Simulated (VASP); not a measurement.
# P (R-3m) in VASP: notebook, part 2 of 2

VASP 6.6.1. Earlier steps stand in the parts before.

### 3 Single point, r2SCAN

This run uses another cell than the first one, of the same volume but with other edges.

The input, POSCAR:

```
P
1.0
    1.5812135160      0.9129140491      3.7278821210
   -1.5812135160      0.9129140491      3.7278821210
    0.0000000000     -1.8258280982      3.7278821210
P
2
Direct
    0.2270802500      0.2270802500      0.2270802500
    0.7729197500      0.7729197500      0.7729197500
```

The input, INCAR.step1:

```
SYSTEM = P
PREC = Accurate ; ENCUT = 520
ISMEAR = 0 ; SIGMA = 0.15
LREAL = .False. ; LASPH = .True.
NELM = 80 ; NBANDS = 12
GGA = PE ; ALGO = Normal
EDIFF = 1E-4 ; LWAVE = .True.
LCHARG = .False.
```

The input, INCAR.step2:

```
SYSTEM = P
PREC = Accurate ; ENCUT = 520
EDIFF = 1E-6 ; ISMEAR = 0
SIGMA = 0.15 ; LREAL = .False.
LASPH = .True. ; NELM = 80
ALGO = Normal ; ISIF = 2
LWAVE = .False. ; LCHARG = .False.
METAGGA = R2SCAN ; LMIXTAU = .True.
NBANDS = 12 ; ISTART = 1
```

The input, KPOINTS:

```
Automatic mesh
0
Gamma
  18 18 18
  0 0 0
```

Potentials or basis: VASP PAW PBE potentials, release 64 (P).

On the command line:

```sh
$ cat potpaw_PBE.64/P/POTCAR > POTCAR
$ cp INCAR.step1 INCAR
$ mpirun -np 1 vasp_std > vasp.out
$ cp INCAR.step2 INCAR
$ mpirun -np 1 vasp_std > vasp.out
```

OUTCAR:

```text
SYSTEM = P
   PREC = Accurate
   ENCUT = 520
   EDIFF = 1E-6
   ISMEAR = 0
   LREAL = .False.
   LASPH = .True.
   NELM = 80
   ISIF = 2
   METAGGA = R2SCAN
   ISTART = 1

 ion  position               nearest neighbor table
   1  0.227  0.227  0.227-   2 2.27   2 2.27   2 2.27
   2  0.773  0.773  0.773-   1 2.27   1 2.27   1 2.27

  LATTYP: Found a trigonal (rhomboedric) cell.
 ALAT       =     4.1509942607
 COS(alpha) =     0.7097937470

  Lattice vectors:

 A1 = (   1.5812135160,   0.9129140491,   3.7278821210)
 A2 = (  -1.5812135160,   0.9129140491,   3.7278821210)
 A3 = (   0.0000000000,  -1.8258280982,   3.7278821210)

Analysis of symmetry for initial positions (statically):
=====================================================================
 Subroutine PRICEL returns:
 Original cell was already a primitive cell.

 Routine SETGRP: Setting up the symmetry group for a
 trigonal (rhombohedral) supercell.

 Subroutine GETGRP returns: Found 12 space group operations
 (whereof 12 operations were pure point group operations)
 out of a pool of 12 trial point group operations.

The static configuration has the point symmetry D_3d.

Analysis of symmetry for dynamics (positions and initial velocities):
=====================================================================
 Subroutine PRICEL returns:
 Original cell was already a primitive cell.

 Routine SETGRP: Setting up the symmetry group for a
 trigonal (rhombohedral) supercell.

 Subroutine GETGRP returns: Found 12 space group operations
 (whereof 12 operations were pure point group operations)
 out of a pool of 12 trial point group operations.

The dynamic configuration has the point symmetry D_3d.

 Subroutine INISYM returns: Found 12 space group operations
 (whereof 12 operations are pure point group operations),
 and found     1 'primitive' translations

----------------------------------------------------------------------------------------

                                     Primitive cell

  volume of cell :      32.2875

  direct lattice vectors                    reciprocal lattice vectors
     1.581213516  0.912914049  3.727882121     0.316212830  0.182565562  0.089416275
    -1.581213516  0.912914049  3.727882121    -0.316212830  0.182565562  0.089416275
     0.000000000 -1.825828098  3.727882121     0.000000000 -0.365131125  0.089416275

  length of vectors
     4.150994261  4.150994261  4.150994261     0.375920215  0.375920215  0.375920215

  position of ions in fractional coordinates (direct lattice)
     0.227080250  0.227080250  0.227080250
     0.772919750  0.772919750  0.772919750

  ion indices of the primitive-cell ions
   primitive index   ion index
                 1           1
                 2           2

----------------------------------------------------------------------------------------

 KPOINTS: Automatic mesh

Automatic generation of k-mesh.
 Grid dimensions read from file:
 generate k-points for:   18   18   18

 Generating k-lattice:

  Cartesian coordinates                     Fractional coordinates (reciprocal lattice)
[... 39 lines left out ...]
 -0.277778  0.055556 -0.000000     12.000000
 -0.222222  0.055556 -0.000000     12.000000
 [... further k-points ...]
   k-points           NKPTS =    580   k-points in BZ     NKDIM =    580   number of bands    NBANDS=     12
   number of dos      NEDOS =    301   number of ions     NIONS =      2
   total plane-waves  NPLWV =  32768
   dimension x,y,z NGX =    32 NGY =   32 NGZ =   32
   dimension x,y,z NGXF=    64 NGYF=   64 NGZF=   64
   ions per type =               2
   NGX,Y,Z   is equivalent  to a cutoff of  12.82, 12.82, 12.82 a.u.
   NGXF,Y,Z  is equivalent  to a cutoff of  25.63, 25.63, 25.63 a.u.
 SYSTEM =  P
   PREC   = accura    normal or accurate (medium, high low for compatibility)
   ISTART =      1    job   : 0-new  1-cont  2-samecut
   ICHARG =      0    charge: 1-file 2-atom 10-const
   ISPIN  =      1    spin polarized calculation?
   LNONCOLLINEAR =      F non collinear calculations
   LSORBIT =      F    spin-orbit coupling
   LASPH  =      T    aspherical Exc in radial PAW
   ENCUT  =  520.0 eV  38.22 Ry    6.18 a.u.   7.72  7.72  7.72*2*pi/ulx,y,z
   NELM   =     80;   NELMIN=  2; NELMDL=  0     # of ELM steps
   EDIFF  = 0.1E-05   stopping-criterion for ELM
   LREAL  =      F    real-space projection
   EDIFFG = 0.1E-04   stopping-criterion for IOM
   NSW    =      0    number of steps for IOM
   IBRION =     -1    ionic relax: 0-MD 1-quasi-New 2-CG
   NFREE  =      0    steps in history (QN), initial steepest desc. (CG)
   ISIF   =      2    stress and relaxation
   ISYM   =      2    0-nonsym 1-usesym 2-fastsym
   POTIM  = 0.5000    time-step for ionic-motion
   TEBEG  =    0.0;   TEEND  =   0.0 temperature during run
   PSTRESS=    0.0 pullay stress
   NELECT =      10.0000    total number of electrons
   NUPDOWN=      -1.0000    fix difference up-down
   EMIN   =  10.00;   EMAX   =-10.00  energy-range for DOS
   EFERMI =   0.00;   METHOD = LEGACY
   ISMEAR =     0;   SIGMA  =   0.15  broadening in eV -4-tet -1-fermi 0-gaus
   EFERMI_NEDOS =   21; number of points for ismear=-14 and -15
   IALGO  =     38    algorithm
   IMIX   =      4    mixing-type and parameters
     AMIX     =   0.40;   BMIX     =  1.00
     AMIX_MAG =   1.60;   BMIX_MAG =  1.00
  volume/ion in A,a.u.               =      16.14       108.94
  Fermi-wavevector in a.u.,A,eV,Ry     =   1.107636  2.093128 16.692396  1.226857
  Thomas-Fermi vector in A             =   2.244152
   LORBIT       =      0    0 simple, 1 ext, 2 COOP (PROOUT), +10 PAW based schemes
   METAGGA = R2SCAN    functional components
   LHFCALC =     F    Hartree Fock is set to
   AEXX    =    0.0000 exact exchange contribution
   IVDW    =     0    specifies the selected vdW correction
   LEPSILON=     F    determine dielectric tensor
   LRPA    =     F    only Hartree local field effects (RPA)
 non-spin polarized calculation
 Gauss-broadening in eV      SIGMA  =   0.15
  energy-cutoff  :      520.00
  volume of cell :       32.29
 maximum number of plane-waves:       882
   NGX = 15   NGY = 15   NGZ = 15

 number of electron      10.0000000 magnetization

 Free energy of the ion-electron system (eV)
  ---------------------------------------------------
  ext. energy  EPLUGINS =         0.00000000
  ---------------------------------------------------
  free energy    TOTEN  =       -17.43509049 eV

  energy without entropy =      -17.42984683  energy(sigma->0) =      -17.43246866

 E-fermi :   8.3719     XC(G=0): -11.2730

 val. band max:        8.3676866739   @ k =  -0.4444   0.3333   0.2222
 cond. band min:       8.3754505796   @ k =   0.4444   0.2222   0.1667
 fundamental gap:      0.0077639057
 Fermi energy:         8.3719189359

 k-point     1 :       0.0000    0.0000    0.0000
  band No.  band energies     occupation
      1      -8.6443      2.00000
      2       2.3379      2.00000
      3       3.2921      2.00000
      4       7.6460      2.00000
      5       7.6460      2.00000
      6      12.3296      0.00000
      7      12.3296      0.00000
      8      12.8184      0.00000
      9      16.6092      0.00000
     10      16.6092      0.00000
     11      17.8722      0.00000
     12      17.8807      0.00000
[... 331 lines left out ...]
 k-point    24 :      -0.2222    0.0556   -0.0000
  band No.  band energies     occupation
      1      -7.4177      2.00000
      2       1.3808      2.00000
      3       3.8735      2.00000
      4       4.9157      2.00000
      5       6.0528      2.00000
      6       9.9293      0.00000
      7      11.2763      0.00000
      8      12.1193      0.00000
      9      15.1384      0.00000
     10      17.1539      0.00000
     11      19.3073      0.00000
     12      21.5803      0.00000

 [... further k-points ...]

------------------------ aborting loop because EDIFF is reached ----------------------------------------

  FORCE on cell =-STRESS in cart. coord.  units (eV):
  Direction    XX          YY          ZZ          XY          YZ          ZX
  --------------------------------------------------------------------------------------
  -------------------------------------------------------------------------------------
  Total        2.4997048      2.4997048     -1.8371698      0.0000000      0.0000000      0.0000000
  in kB      124.0410643    124.0410643    -91.1645633      0.0000000      0.0000000      0.0000000
  external PRESSURE =      52.3058551 kB  Pullay stress =       0.0000000 kB

 VOLUME and BASIS-vectors are now :
 -----------------------------------------------------------------------------
  energy-cutoff  :      520.00
  volume of cell :       32.29
      direct lattice vectors                 reciprocal lattice vectors
     1.581213516  0.912914049  3.727882121     0.316212830  0.182565562  0.089416275
    -1.581213516  0.912914049  3.727882121    -0.316212830  0.182565562  0.089416275
     0.000000000 -1.825828098  3.727882121     0.000000000 -0.365131125  0.089416275

 POSITION                                       TOTAL-FORCE (eV/Angst)
 -----------------------------------------------------------------------------------
      0.00000      0.00000      2.53959         0.000000      0.000000     -1.861385
      0.00000      0.00000      8.64406         0.000000      0.000000      1.861385
 -----------------------------------------------------------------------------------
    total drift:                               -0.000000     -0.000000      0.000000

  FREE ENERGIE OF THE ION-ELECTRON SYSTEM (eV)
  ---------------------------------------------------
  free  energy   TOTEN  =       -17.4350904934 eV

  energy  without entropy=      -17.4298468313  energy(sigma->0) =      -17.43246866
```

Run time: 28 min. Hardware: 1 thread of Oxide Virtual Turin-like, shared host; peak memory 0.27 GiB.

What came out:

- Free energy: -17.4351 eV
- Pressure: 5.2 GPa
- Largest force: 1.861 eV/Å
- Band gap on the k mesh: zero (bands 5 and 6 overlap by 3.54 eV)

Forces in eV/Å, atoms in the order of the input:
```
P    0.000  0.000 -1.861
P    0.000  0.000  1.861
```

Levels at points of the mesh, in eV from the Fermi level:
```tsv
k point	band 2	band 3	band 4	band 5	band 6	band 7	band 8	band 9
(0.00, 0.00, 0.00)	-6.03	-5.08	-0.73	-0.73	3.96	3.96	4.45	8.24
(0.50, 0.00, 0.00)	-11.37	-4.55	-2.88	-1.18	-0.48	0.97	2.36	5.86
(0.50, 0.50, 0.00)	-10.24	-6.27	-5.51	-3.62	1.67	5.86	5.93	7.39
(0.50, 0.50, 0.50)	-11.31	-0.62	-0.62	2.51	2.51	2.73	4.26	8.88
```

Caveat: the stress differs along the axes, from -9 to 12 GPa; the PAW data sets were made with another functional, which shifts forces and pressure a little.
